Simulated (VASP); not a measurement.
Input of a VASP 6.6.1 run:

File POSCAR:

```
ScAl3
1.0
    4.0972235482      0.0000000000      0.0000000000
    0.0000000000      4.0972235482      0.0000000000
    0.0000000000      0.0000000000      4.0972235482
Sc Al
1 3
Direct
    0.0000000000      0.0000000000      0.0000000000
    0.5000000000      0.0000000000      0.5000000000
    0.0000000000      0.5000000000      0.5000000000
    0.5000000000      0.5000000000      0.0000000000
```

INCAR.step1

```
SYSTEM = ScAl3
PREC = Accurate ; ENCUT = 520
ISMEAR = 0 ; SIGMA = 0.05
LREAL = .False. ; LASPH = .True.
NELM = 60 ; NBANDS = 18
GGA = PE ; ALGO = Normal
EDIFF = 1E-4 ; LWAVE = .True.
LCHARG = .False.
```

File INCAR.step2:

```
SYSTEM = ScAl3
PREC = Accurate ; ENCUT = 520
EDIFF = 1E-6 ; ISMEAR = 0
SIGMA = 0.05 ; LREAL = .False.
LASPH = .True. ; NELM = 60
ALGO = Normal ; ISIF = 2
LWAVE = .False. ; LCHARG = .True.
METAGGA = R2SCAN ; LMIXTAU = .True.
LELF = .True. ; LVHAR = .True.
NBANDS = 18 ; ISTART = 1
```

The input KPOINTS:

```
regular mesh
0
Gamma
  10 10 10
  0 0 0
```

Potentials or basis: VASP PAW PBE potentials, release 64 (Sc_sv, Al).

Run with:

```sh
$ cat potpaw_PBE.64/Sc_sv/POTCAR potpaw_PBE.64/Al/POTCAR > POTCAR
$ cp INCAR.step1 INCAR
$ mpirun -np 1 vasp_std > vasp.out
$ cp INCAR.step2 INCAR
$ mpirun -np 1 vasp_std > vasp.out
```

Q: What does it give for the pressure?

A: -0.8 GPa.

Q: What does it give for the band gap on the k mesh?

A: Zero (bands 10 and 11 overlap by 4.23 eV).

Caveat: the PAW data sets were made with another functional, which shifts forces and pressure a little.
